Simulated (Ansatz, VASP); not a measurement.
Two plane-wave programs on ZrO2

File INCAR:

```
PREC = Accurate ; ENCUT = 600
EDIFF = 1E-6 ; ISMEAR = 0
SIGMA = 0.01 ; LREAL = F
LASPH = T ; NELM = 120
ALGO = Normal ; ISIF = 2
LWAVE = F ; LCHARG = T
GGA = PE ; LELF = T
LVHAR = T ; NBANDS = 19
GGA_COMPAT = F
```

File KPOINTS:

```
Automatic mesh
0
Gamma
  8 8 8
```

The input POSCAR:

```
ZrO2
1.0
    0.0000000000      2.5832255553      2.5832255553
    2.5832255553      0.0000000000      2.5832255553
    2.5832255553      2.5832255553      0.0000000000
Zr O
1 2
Direct
    0.0000000000      0.0000000000      0.0000000000
    0.2500000000      0.2500000000      0.2500000000
    0.7500000000      0.7500000000      0.7500000000
```

Input for Ansatz:

```yaml
crystal:
  lattice:
    - [0.0, 2.5832255553, 2.5832255553]
    - [2.5832255553, 0.0, 2.5832255553]
    - [2.5832255553, 2.5832255553, 0.0]
  atoms:
    - { symbol: Zr, position: [0.0, 0.0, 0.0] }
    - { symbol: O, position: [0.25, 0.25, 0.25] }
    - { symbol: O, position: [0.75, 0.75, 0.75] }
kpoints:
  mp_grid: { grid: [8, 8, 8] }
hamiltonian:
  xc: pbe
scf:
  occupations: { method: fixed }
  n_extra_bands: 4
output:
  forces: true
  stress: true
  eigenvalues: true
```

Alike in both runs: task single point; functional PBE; k mesh 8 × 8 × 8; no spin polarisation.

```csv
,VASP,Ansatz
version,VASP 6.6.1,Ansatz 0.2.0
potentials or method,"VASP PAW PBE potentials, release 64 (Zr_sv, O)","plane waves, PAW"
plane-wave cutoff (eV),600,420
occupations,"gaussian, width 0.01 eV",fixed
valence electrons in the cell,24,24
```

Ansatz gave:

* gap on the k mesh at the Fermi level (eV): 3.24
* pressure (GPa): -6.6

**Question.** Which values does VASP return?

**Answer.** gap on the k mesh at the Fermi level (eV): 3.23; pressure (GPa): -6.5.
